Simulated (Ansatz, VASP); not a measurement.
# MgO in VASP and in Ansatz

File INCAR:

```
ALGO = Normal ; EDIFF = 1E-6
ENCUT = 600 ; GGA = PS
GGA_COMPAT = F ; ISIF = 2
ISMEAR = 0 ; LASPH = T
LCHARG = F ; LREAL = F
LWAVE = F ; NBANDS = 11
NELM = 120 ; PREC = Accurate
SIGMA = 0.05
```

KPOINTS

```
k-points
0
Gamma
  6 6 6
```

Contents of POSCAR:

```
MgO
1.0
    0.0000000000      2.2877431846      2.2877431846
    2.2877431846      0.0000000000      2.2877431846
    2.2877431846      2.2877431846      0.0000000000
Mg O
1 1
Direct
    0.0000000000      0.0000000000      0.0000000000
    0.2500000000      0.2500000000      0.2500000000
```

Input for Ansatz:

```yaml
crystal:
  lattice:
    - [0.0, 2.2877431846, 2.2877431846]
    - [2.2877431846, 0.0, 2.2877431846]
    - [2.2877431846, 2.2877431846, 0.0]
  atoms:
    - { symbol: Mg, position: [0.0, 0.0, 0.0] }
    - { symbol: O, position: [0.25, 0.25, 0.25] }
basis:
  ecutwfc: 420
kpoints:
  mp_grid: { grid: [6, 6, 6] }
hamiltonian:
  xc: pbesol
scf:
  occupations: { method: gaussian, width: 0.05 }
output:
  forces: true
  stress: true
  eigenvalues: true
```

Alike in both runs: task single point; functional PBEsol; k mesh 6 × 6 × 6; occupations gaussian, width 0.05 eV; no spin polarisation.

|  | VASP | Ansatz |
| --- | --- | --- |
| version | VASP 6.6.1 | Ansatz 0.2.0 |
| potentials or method | VASP PAW PBE potentials, release 64 (Mg, O), cutoff 600 eV | scalar-relativistic, plane waves, PAW |
| valence electrons in the cell | 8 | 16 |

|  | VASP | Ansatz | Ansatz less VASP |
| --- | --- | --- | --- |
| gap on the k mesh at the Fermi level (eV) | 3.49 | 3.48 | -0.003 |
| least direct gap on the mesh (eV) | 3.49 | 3.48 | -0.003 |
| pressure (GPa) | -0.5 | 0.0 | +0.43 |

VASP's potentials were made for PBE, not for PBEsol. VASP's potentials hold 8 valence electrons a cell and Ansatz's 16, so a difference there can come from the potentials and not from the codes.
